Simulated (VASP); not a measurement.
Runs of VASP 6.6.1 on NaH. The structure is that of space group Fm-3m (No. 225), or close to it. The cells are those of the table. 

```csv
level,cell,k mesh,smearing,grid for exact exchange (PRECFOCK),share of exact exchange,screening parameter,gap on the mesh (eV),pressure (GPa)
PBE-based screened hybrid with 20 % exact exchange,"a = 3.451 Å, angles 60.0°, 2 atoms",5 × 5 × 5,fermi-dirac 0.05 eV,Normal,0.2,0.2 1/Å,5.40,(b)
PBE0,"a = 3.496 Å, angles 60.0°, 2 atoms",6 × 6 × 6,fermi-dirac 0.05 eV,Normal,0.25,-,(c),-1.8
PBE0,"a = 3.518 Å, angles 60.0°, 2 atoms",6 × 6 × 6,fermi-dirac 0.05 eV,Normal,0.25,-,5.40,-2.1
RPBE,"a = 3.451 Å, angles 60.0°, 2 atoms",9 × 9 × 9,gaussian 0.1 eV,-,-,-,4.22,0.6
PBE-based screened hybrid with 15 % exact exchange,"a = 3.451 Å, angles 60.0°, 2 atoms",5 × 5 × 5,fermi-dirac 0.05 eV,Normal,0.15,0.2 1/Å,5.18,(a)
```

Alike in all rows: task single point; potentials or basis VASP PAW PBE potentials, release 64 (Na_pv, H); no spin polarisation; cutoff (eV) 520.

Task: Fill in the values left out.

Result: (a) -0.9; (b) -1.0; (c) 5.44.

Caveats: some runs use coarse meshes; the PAW data sets were made with another functional, which shifts forces and pressure a little; an odd mesh through Γ misses points on the zone boundary, where band edges can lie (at least some runs).
